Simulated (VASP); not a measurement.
Here is a VASP 6.6.1 calculation.

The input INCAR:

```
PREC = Accurate ; ENCUT = 520
EDIFF = 1E-6 ; ISMEAR = -1
SIGMA = 0.1 ; LREAL = F
LASPH = T ; NELM = 80
ALGO = Normal ; ISIF = 2
LWAVE = F ; LCHARG = T
GGA = PS ; IVDW = 12
LELF = T ; LVHAR = T
NBANDS = 22
```

The input KPOINTS:

```
Automatic mesh
0
Gamma
  6 6 6
```

POSCAR

```
ScAl
1.0
    2.2196161518     -5.3866489229      0.0000000000
    2.2196161518      5.3866489229      0.0000000000
    0.0000000000      0.0000000000      3.8692911647
Sc Al
2 2
Direct
    0.8646810000      0.1353190000      0.2500000000
    0.1353190000      0.8646810000      0.7500000000
    0.5845050000      0.4154950000      0.2500000000
    0.4154950000      0.5845050000      0.7500000000
```

Potentials or basis: VASP PAW PBE potentials, release 64 (Sc_sv, Al).

Command:

```bash
$ cat potpaw_PBE.64/Sc_sv/POTCAR potpaw_PBE.64/Al/POTCAR > POTCAR
$ mpirun -np 1 vasp_std > vasp.out
```

Q: What does it give for the pressure?

A: -8.6 GPa.

Q: What does it give for the band gap on the k mesh?

A: Zero (bands 14 and 15 overlap by 1.00 eV).

Q: Predict the dispersion energy per atom.

A: -0.316 eV.

Q: What does it give for the largest force?

A: 0.057 eV/Å.

Forces on the atoms (eV/Å):
```
Sc   0.000 -0.057  0.000
Sc   0.000  0.057  0.000
Al   0.000  0.036  0.000
Al   0.000 -0.036  0.000
```

Caveat: three body term missing; the cell stands under tension; the PAW data sets were made with another functional, which shifts forces and pressure a little.
